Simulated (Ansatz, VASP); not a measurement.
One calculation of O, two programs

```xyz
2
Lattice="2.8889 -1.6843 0.0000 2.8889 1.6843 0.0000 -2.4260 0.0000 3.6950" Properties=species:S:1:pos:R:3 pbc="T T T"
O     3.5822    0.0000    3.1202
O    -0.2304    0.0000    0.5749
```

Alike in both runs: task single point; functional r2SCAN; k mesh 10 × 10 × 7; occupations fermi-dirac, width 0.05 eV; no spin polarisation.

```csv
,VASP,Ansatz
version,VASP 6.6.1,Ansatz 0.2.0
potentials or method,"VASP PAW PBE potentials, release 64 (O)",Ansatz PAW
plane-wave cutoff (eV),520,500
valence electrons in the cell,12,12
```

|  | VASP | Ansatz | Ansatz less VASP |
| --- | --- | --- | --- |
| gap on the k mesh at the Fermi level (eV) | none | none | - |
| pressure (GPa) | -4.6 | -6.4 | -1.77 |
| traceless stress, the component that is largest in VASP (GPa) | -2.90 | -6.12 | -3.221 |
| rms of the force components (eV/Å) | 0.537 | 1.178 | +0.6407 |

VASP's potentials were made for PBE, not for r2SCAN. Atom by atom the forces differ by 0.644 eV/Å (rms over components). A gap of «none» marks a metal or a gap that the smearing closes.

Noted on VASP's run: the standard files for N, O and F lose accuracy on very short bonds; spin is off for a triplet molecule. Noted on Ansatz's run: spin is off for a triplet molecule.
